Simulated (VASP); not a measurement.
Runs of VASP 6.6.1 on Ti. The structure is that of space group P6/mmm (No. 191), or close to it. The cells are those of the table. This isn't the form of Ti at room conditions, which is hcp.

```tsv
cell	gap on the mesh (eV)	pressure (GPa)
a = 4.623, b = 4.623, c = 2.462 Å, angles 90.0, 90.0, 120.0°, 3 atoms	none	11.0
a = 4.650, b = 4.650, c = 2.664 Å, angles 90.0, 90.0, 120.0°, 3 atoms	none	-0.8
a = 4.515, b = 4.515, c = 2.826 Å, angles 90.0, 90.0, 120.0°, 3 atoms	none	-1.5
a = 4.407, b = 4.407, c = 2.714 Å, angles 90.0, 90.0, 120.0°, 3 atoms	none	(b)
a = 4.434, b = 4.434, c = 2.686 Å, angles 90.0, 90.0, 120.0°, 3 atoms	none	9.9
a = 4.434, b = 4.434, c = 2.658 Å, angles 90.0, 90.0, 120.0°, 3 atoms	none	12.0
a = 4.380, b = 4.380, c = 2.742 Å, angles 90.0, 90.0, 120.0°, 3 atoms	none	(a)
a = 4.569, b = 4.569, c = 2.530 Å, angles 90.0, 90.0, 120.0°, 3 atoms	none	11.0
```

Alike in all rows: task single point; level PBEsol; potentials or basis VASP PAW PBE potentials, release 64 (Ti_sv); no spin polarisation; k mesh 12 × 12 × 14; cutoff (eV) 520; smearing gaussian 0.15 eV.

Estimate the missing entries.

(a) 10.0; (b) 10.4.

Caveats: the PAW data sets were made with another functional, which shifts forces and pressure a little; the cell stands under pressure (at least some runs).

A gap of «none» marks levels without a gap at the run's occupations.
